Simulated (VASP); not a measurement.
# Ga (Immm) in VASP: single point with PBEsol

Aim: the single point of Ga with PBEsol.

Program: VASP 6.6.1. These are calculated values, not measurements. Logs are shortened: lines on timing, memory, paths and dates and some standing lists are left out, and cuts for length are marked.

## Step 1: The cell of the first run

The structure is orthorhombic, space group Immm (No. 71). Conventional cell: a = 2.808 Å, b = 2.864 Å, c = 4.458 Å, α = 90.00°, β = 90.00°, γ = 90.00°. Ga (site symmetry mmm) has 12 Ga at 2.81 to 3.00 Å within 3.7 Å.

## Step 2: Single point, PBEsol (strain +0.0200 x Voigt [0, 1, 0, 0, 0, 0])

Input file INCAR:

```
ALGO = Fast
EDIFF = 1E-7
ENCUT = 520
GGA = PS
ISIF = 2
ISMEAR = 0
LASPH = T
LCHARG = F
LREAL = F
LWAVE = F
NBANDS = 12
NELM = 60
PREC = Accurate
SIGMA = 0.15
```

Input file KPOINTS:

```
k-points
0
Gamma
  24 24 24
```

Input file POSCAR:

```
Ga
1.0
   -1.4040000000      1.4320800000      2.2290000000
    1.4040000000     -1.4320800000      2.2290000000
    1.4040000000      1.4320800000     -2.2290000000
Ga
1
Direct
    0.0000000000      0.0000000000      0.0000000000
```

Potentials or basis: VASP PAW PBE potentials, release 64 (Ga_d).

Command:

```
> cat potpaw_PBE.64/Ga_d/POTCAR > POTCAR
> mpirun -np 1 vasp_std > vasp.out
```

OUTCAR:

```text
EDIFF = 1E-7
   ENCUT = 520
   GGA = PS
   ISIF = 2
   ISMEAR = 0
   LASPH = T
   LREAL = F
   NELM = 60
   PREC = Accurate

 ion  position               nearest neighbor table
   1  0.000  0.000  0.000-

  LATTYP: Found a body centered orthorhombic cell.
 ALAT       =     2.8080000000
 B/A-ratio  =     1.0200000000
 C/A-ratio  =     1.5876068376

  Lattice vectors:

 A1 = (  -1.4040000000,   1.4320800000,   2.2290000000)
 A2 = (   1.4040000000,  -1.4320800000,   2.2290000000)
 A3 = (   1.4040000000,   1.4320800000,  -2.2290000000)

Analysis of symmetry for initial positions (statically):
=====================================================================
 Subroutine PRICEL returns:
 Original cell was already a primitive cell.

 Routine SETGRP: Setting up the symmetry group for a
 body centered orthorhombic supercell.

 Subroutine GETGRP returns: Found  8 space group operations
 (whereof  8 operations were pure point group operations)
 out of a pool of  8 trial point group operations.

The static configuration has the point symmetry D_2h.

Analysis of symmetry for dynamics (positions and initial velocities):
=====================================================================
 Subroutine PRICEL returns:
 Original cell was already a primitive cell.

 Routine SETGRP: Setting up the symmetry group for a
 body centered orthorhombic supercell.

 Subroutine GETGRP returns: Found  8 space group operations
 (whereof  8 operations were pure point group operations)
 out of a pool of  8 trial point group operations.

The dynamic configuration has the point symmetry D_2h.

 Subroutine INISYM returns: Found  8 space group operations
 (whereof  8 operations are pure point group operations),
 and found     1 'primitive' translations

----------------------------------------------------------------------------------------

                                     Primitive cell

  volume of cell :      17.9269

  direct lattice vectors                    reciprocal lattice vectors
    -1.404000000  1.432080000  2.229000000     0.000000000  0.349142506  0.224315837
     1.404000000 -1.432080000  2.229000000     0.356125356  0.000000000  0.224315837
     1.404000000  1.432080000 -2.229000000     0.356125356  0.349142506  0.000000000

  length of vectors
     2.998417937  2.998417937  2.998417937     0.414991667  0.420883433  0.498724131

  position of ions in fractional coordinates (direct lattice)
     0.000000000  0.000000000  0.000000000

  ion indices of the primitive-cell ions
   primitive index   ion index
                 1           1

----------------------------------------------------------------------------------------

 KPOINTS: k-points

Automatic generation of k-mesh.
 Grid dimensions read from file:
 generate k-points for:   24   24   24

 Generating k-lattice:

  Cartesian coordinates                     Fractional coordinates (reciprocal lattice)
     0.000000000  0.014547604  0.009346493     0.041666667  0.000000000  0.000000000
     0.014838557  0.000000000  0.009346493    -0.000000000  0.041666667  0.000000000
     0.014838557  0.014547604  0.000000000    -0.000000000  0.000000000  0.041666667

  Length of vectors
     0.017291319  0.017536810  0.020780172

  Shift w.r.t. Gamma in fractional coordinates (k-lattice)
     0.000000000  0.000000000  0.000000000

 Subroutine IBZKPT returns following result:
 ===========================================

 Found   1963 irreducible k-points:

 Following reciprocal coordinates:
            Coordinates               Weight
  0.000000  0.000000  0.000000      1.000000
  0.041667  0.000000  0.000000      4.000000
  0.083333  0.000000  0.000000      4.000000
  0.125000  0.000000  0.000000      4.000000
  0.166667 -0.000000  0.000000      4.000000
  0.208333 -0.000000  0.000000      4.000000
[... 16 lines left out ...]
  0.375000  0.041667  0.000000      8.000000
  0.416667  0.041667  0.000000      8.000000
 [... further k-points ...]
   k-points           NKPTS =   1963   k-points in BZ     NKDIM =   1963   number of bands    NBANDS=     12
   number of dos      NEDOS =    301   number of ions     NIONS =      1
   total plane-waves  NPLWV =  13824
   dimension x,y,z NGX =    24 NGY =   24 NGZ =   24
   dimension x,y,z NGXF=    48 NGYF=   48 NGZF=   48
   ions per type =               1
   NGX,Y,Z   is equivalent  to a cutoff of  13.31, 13.31, 13.31 a.u.
   NGXF,Y,Z  is equivalent  to a cutoff of  26.61, 26.61, 26.61 a.u.
 SYSTEM =  unknown system
   PREC   = accura    normal or accurate (medium, high low for compatibility)
   ISTART =      0    job   : 0-new  1-cont  2-samecut
   ICHARG =      2    charge: 1-file 2-atom 10-const
   ISPIN  =      1    spin polarized calculation?
   LNONCOLLINEAR =      F non collinear calculations
   LSORBIT =      F    spin-orbit coupling
   LASPH  =      T    aspherical Exc in radial PAW
   ENCUT  =  520.0 eV  38.22 Ry    6.18 a.u.   5.58  5.58  5.58*2*pi/ulx,y,z
   NELM   =     60;   NELMIN=  2; NELMDL= -5     # of ELM steps
   EDIFF  = 0.1E-06   stopping-criterion for ELM
   LREAL  =      F    real-space projection
   EDIFFG = 0.1E-05   stopping-criterion for IOM
   NSW    =      0    number of steps for IOM
   IBRION =     -1    ionic relax: 0-MD 1-quasi-New 2-CG
   NFREE  =      0    steps in history (QN), initial steepest desc. (CG)
   ISIF   =      2    stress and relaxation
   ISYM   =      2    0-nonsym 1-usesym 2-fastsym
   POTIM  = 0.5000    time-step for ionic-motion
   TEBEG  =    0.0;   TEEND  =   0.0 temperature during run
   PSTRESS=    0.0 pullay stress
   NELECT =      13.0000    total number of electrons
   NUPDOWN=      -1.0000    fix difference up-down
   EMIN   =  10.00;   EMAX   =-10.00  energy-range for DOS
   EFERMI =   0.00;   METHOD = LEGACY
   ISMEAR =     0;   SIGMA  =   0.15  broadening in eV -4-tet -1-fermi 0-gaus
   EFERMI_NEDOS =   21; number of points for ismear=-14 and -15
   IALGO  =     68    algorithm
   IMIX   =      4    mixing-type and parameters
     AMIX     =   0.40;   BMIX     =  1.00
     AMIX_MAG =   1.60;   BMIX_MAG =  1.00
  volume/ion in A,a.u.               =      17.93       120.98
  Fermi-wavevector in a.u.,A,eV,Ry     =   1.470803  2.779414 29.432954  2.163261
  Thomas-Fermi vector in A             =   2.586016
   LORBIT       =      0    0 simple, 1 ext, 2 COOP (PROOUT), +10 PAW based schemes
   GGA     = PS    functional components
   LHFCALC =     F    Hartree Fock is set to
   AEXX    =    0.0000 exact exchange contribution
   IVDW    =     0    specifies the selected vdW correction
   LEPSILON=     F    determine dielectric tensor
   LRPA    =     F    only Hartree local field effects (RPA)
 non-spin polarized calculation
 RMM-DIIS sequential band-by-band and
 Gauss-broadening in eV      SIGMA  =   0.15
  energy-cutoff  :      520.00
  volume of cell :       17.93
 maximum number of plane-waves:       498
   NGX = 11   NGY = 11   NGZ = 11

 number of electron      12.9999997 magnetization

 Free energy of the ion-electron system (eV)
  ---------------------------------------------------
  ext. energy  EPLUGINS =         0.00000000
  ---------------------------------------------------
  free energy    TOTEN  =        -3.33649246 eV

  energy without entropy =       -3.33232181  energy(sigma->0) =       -3.33440714

 E-fermi :   5.8864     XC(G=0): -11.4091

 val. band max:        5.8827750313   @ k =  -0.3750  -0.3333   0.0833
 cond. band min:       5.8869575174   @ k =   0.4583   0.3750   0.0417
 fundamental gap:      0.0041824860
 Fermi energy:         5.8864074582

 k-point     1 :       0.0000    0.0000    0.0000
  band No.  band energies     occupation
      1      -9.0804      2.00000
      2      -8.9741      2.00000
      3      -8.9526      2.00000
      4      -8.9297      2.00000
      5      -8.8074      2.00000
      6      -5.5664      2.00000
      7      18.3105      0.00000
      8      18.6814      0.00000
      9      19.0159      0.00000
     10      22.1522      0.00000
     11      22.2176      0.00000
     12      22.4025      0.00000

 k-point     2 :       0.0417    0.0000    0.0000
  band No.  band energies     occupation
      1      -9.0785      2.00000
      2      -8.9745      2.00000
      3      -8.9506      2.00000
      4      -8.9290      2.00000
      5      -8.8084      2.00000
      6      -5.5206      2.00000
      7      17.7137      0.00000
      8      18.4315      0.00000
      9      18.9498      0.00000
     10      21.5404      0.00000
     11      22.4203      0.00000
     12      23.2683      0.00000

 k-point     3 :       0.0833    0.0000    0.0000
  band No.  band energies     occupation
      1      -9.0737      2.00000
      2      -8.9764      2.00000
      3      -8.9448      2.00000
      4      -8.9258      2.00000
      5      -8.8113      2.00000
      6      -5.3826      2.00000
      7      16.2593      0.00000
      8      17.9940      0.00000
      9      18.7784      0.00000
     10      21.2354      0.00000
     11      22.7743      0.00000
     12      23.6604      0.00000

 k-point     4 :       0.1250    0.0000    0.0000
  band No.  band energies     occupation
      1      -9.0677      2.00000
      2      -8.9813      2.00000
      3      -8.9362      2.00000
      4      -8.9178      2.00000
      5      -8.8151      2.00000
      6      -5.1517      2.00000
      7      14.5614      0.00000
      8      17.4756      0.00000
      9      18.5563      0.00000
     10      21.0361      0.00000
     11      22.5602      0.00000
     12      24.2580      0.00000

 k-point     5 :       0.1667   -0.0000    0.0000
  band No.  band energies     occupation
      1      -9.0631      2.00000
      2      -8.9899      2.00000
      3      -8.9268      2.00000
      4      -8.9031      2.00000
      5      -8.8184      2.00000
      6      -4.8266      2.00000
      7      12.8301      0.00000
      8      16.9447      0.00000
      9      18.3300      0.00000
     10      20.8339      0.00000
     11      21.9955      0.00000
     12      24.9007      0.00000
[... 228 lines left out ...]
      1      -9.0700      2.00000
      2      -9.0281      2.00000
      3      -8.9187      2.00000
      4      -8.8271      2.00000
      5      -8.7966      2.00000
      6      -3.0408      2.00000
      7       7.5077      0.00000
      8      15.5282      0.00000
      9      17.0928      0.00000
     10      19.5151      0.00000
     11      21.1950      0.00000
     12      23.6451      0.00000

 k-point    22 :       0.3333    0.0417    0.0000
  band No.  band energies     occupation
      1      -9.0772      2.00000
      2      -9.0397      2.00000
      3      -8.9242      2.00000
      4      -8.8007      2.00000
      5      -8.7839      2.00000
      6      -2.3096      2.00000
      7       6.0341      0.16379
      8      15.1898      0.00000
      9      17.0153      0.00000
     10      19.2271      0.00000
     11      21.0909      0.00000
     12      23.1780      0.00000

 k-point    23 :       0.3750    0.0417    0.0000
  band No.  band energies     occupation
      1      -9.0854      2.00000
      2      -9.0481      2.00000
      3      -8.9302      2.00000
      4      -8.7805      2.00000
      5      -8.7692      2.00000
      6      -1.4877      2.00000
      7       4.6442      2.00000
      8      14.9021      0.00000
      9      17.0082      0.00000
     10      19.0250      0.00000
     11      20.9461      0.00000
     12      22.9151      0.00000

 k-point    24 :       0.4167    0.0417    0.0000
  band No.  band energies     occupation
      1      -9.0926      2.00000
      2      -9.0533      2.00000
      3      -8.9354      2.00000
      4      -8.7699      2.00000
      5      -8.7534      2.00000
      6      -0.5820      2.00000
      7       3.3467      2.00000
      8      14.6765      0.00000
      9      17.0579      0.00000
     10      18.9066      0.00000
     11      20.7721      0.00000
     12      22.8660      0.00000

 [... further k-points ...]

------------------------ aborting loop because EDIFF is reached ----------------------------------------

  FORCE on cell =-STRESS in cart. coord.  units (eV):
  Direction    XX          YY          ZZ          XY          YZ          ZX
  --------------------------------------------------------------------------------------
  -------------------------------------------------------------------------------------
  Total       -0.0439221     -0.0951952     -0.0959364     -0.0000000      0.0000000      0.0000000
  in kB       -3.9254518     -8.5078722     -8.5741180     -0.0000000      0.0000000      0.0000000
  external PRESSURE =      -7.0024807 kB  Pullay stress =       0.0000000 kB

 VOLUME and BASIS-vectors are now :
 -----------------------------------------------------------------------------
  energy-cutoff  :      520.00
  volume of cell :       17.93
      direct lattice vectors                 reciprocal lattice vectors
    -1.404000000  1.432080000  2.229000000     0.000000000  0.349142506  0.224315837
     1.404000000 -1.432080000  2.229000000     0.356125356  0.000000000  0.224315837
     1.404000000  1.432080000 -2.229000000     0.356125356  0.349142506  0.000000000

 POSITION                                       TOTAL-FORCE (eV/Angst)
 -----------------------------------------------------------------------------------
      0.00000      0.00000      0.00000         0.000000      0.000000     -0.000000
 -----------------------------------------------------------------------------------
    total drift:                                0.000000      0.000000      0.000000

  FREE ENERGIE OF THE ION-ELECTRON SYSTEM (eV)
  ---------------------------------------------------
  free  energy   TOTEN  =        -3.3364924633 eV

  energy  without entropy=       -3.3323218070  energy(sigma->0) =       -3.33440714
```

Run time: 8 min. Hardware: 1 thread of Intel Xeon 8259CL, shared host; peak memory 0.5 GiB.

Results:

```
Free energy            : -3.3365 eV
Pressure               : -0.7 GPa
Band gap on the k mesh : zero (an odd number of electrons rules out a gap without spin polarisation)
```

Caveat: the cell differs from its parent crystal (strain +0.0200 x Voigt [0, 1, 0, 0, 0, 0]); the PAW data sets were made with another functional, which shifts forces and pressure a little.
